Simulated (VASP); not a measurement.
WC: single point with r2SCAN

The system is WC.

```
W C
1.0
     2.91916    0.00000    0.00000
    -1.45958    2.52807    0.00000
     0.00000    0.00000    2.84906
W C
1 1
Cartesian
  0.0000 0.0000 0.0000
  1.4596 0.8427 1.4245
```

* Program: VASP 6.6.1
* Task: single point
* Functional: r2SCAN
* Potentials or basis: VASP PAW PBE potentials, release 64 (W_sv, C)
* Cutoff: 660 eV
* k mesh: 10 × 10 × 9
* Occupations: methfessel-paxton, width 0.02 eV
* Spin: no spin polarisation
* Dipole correction: no
* Further INCAR settings: ALGO = Normal; EDIFF = 1e-06; NBANDS = 16

```
Pressure               : -2.2 GPa
Band gap on the k mesh : zero (band 9 reaches 11.47 eV, above the bottom of band 10 at 10.27 eV)
```

Stress tensor (GPa, compression positive):
```
-1.23  0.00  0.00
 0.00 -1.23  0.00
 0.00  0.00 -4.24
```

Levels at points of the mesh, in eV from the Fermi level:
```csv
k point,band 7,band 8,band 9,band 10,band 11,band 12
"(0.00, 0.00, 0.00)",-3.49,-3.49,0.03,3.29,3.29,5.82
"(0.50, 0.00, 0.00)",-3.77,-3.69,-0.56,2.39,4.60,4.97
```

Wall time 50 s on 1 thread of Intel(R) Xeon(R) Platinum 8559C (Emerald Rapids) (shared host), peak memory 0.16 GiB.

Caveat: the PAW data sets were made with another functional, which shifts forces and pressure a little; spin-orbit coupling is left out, which moves the levels of the heavy elements.
